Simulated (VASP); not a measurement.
Here is a VASP 6.6.1 calculation.

The input POSCAR:

```
TiAl
1.0
    3.2208985869      0.0000000000      0.0000000000
    0.0000000000      3.2208985869      0.0000000000
    0.0000000000      0.0000000000      3.2208985869
Ti Al
1 1
Direct
    0.0000000000      0.0000000000      0.0000000000
    0.5000000000      0.5000000000      0.5000000000
```

INCAR.step1

```
SYSTEM = TiAl
PREC     = Accurate       ! precision mode
ENCUT    = 520            ! plane-wave cutoff, eV
ISMEAR   = -1             ! smearing method
SIGMA    = 0.05           ! smearing width, eV
LREAL    = .False.        ! projectors in reciprocal space
LASPH    = .True.         ! aspherical terms in the spheres
NELM     = 60             ! most SCF steps
NBANDS   = 14             ! bands
GGA      = PE             ! functional
ALGO     = Normal         ! electronic algorithm
EDIFF    = 1E-4           ! SCF threshold, eV
LWAVE    = .True.         ! write WAVECAR
LCHARG   = .False.        ! write CHGCAR
```

File INCAR.step2:

```
SYSTEM = TiAl
PREC     = Accurate       ! precision mode
ENCUT    = 520            ! plane-wave cutoff, eV
EDIFF    = 1E-6           ! SCF threshold, eV
ISMEAR   = -1             ! smearing method
SIGMA    = 0.05           ! smearing width, eV
LREAL    = .False.        ! projectors in reciprocal space
LASPH    = .True.         ! aspherical terms in the spheres
NELM     = 60             ! most SCF steps
ALGO     = Normal         ! electronic algorithm
ISIF     = 2              ! what is computed and relaxed
LWAVE    = .False.        ! write WAVECAR
LCHARG   = .True.         ! write CHGCAR
METAGGA  = R2SCAN         ! meta-GGA
LMIXTAU  = .True.       
LELF     = .True.         ! ELF
LVHAR    = .True.       
NBANDS   = 14             ! bands
ISTART   = 1
```

Contents of KPOINTS:

```
regular mesh
0
Gamma
  8 8 8
  0 0 0
```

Potentials or basis: VASP PAW PBE potentials, release 64 (Ti_sv, Al).

Run with:

```bash
$ cat potpaw_PBE.64/Ti_sv/POTCAR potpaw_PBE.64/Al/POTCAR > POTCAR
$ cp INCAR.step1 INCAR
$ mpirun -np 1 vasp_std > vasp.out
$ cp INCAR.step2 INCAR
$ mpirun -np 1 vasp_std > vasp.out
```

Predict the pressure.

-4.8 GPa.

Caveat: the PAW data sets were made with another functional, which shifts forces and pressure a little.
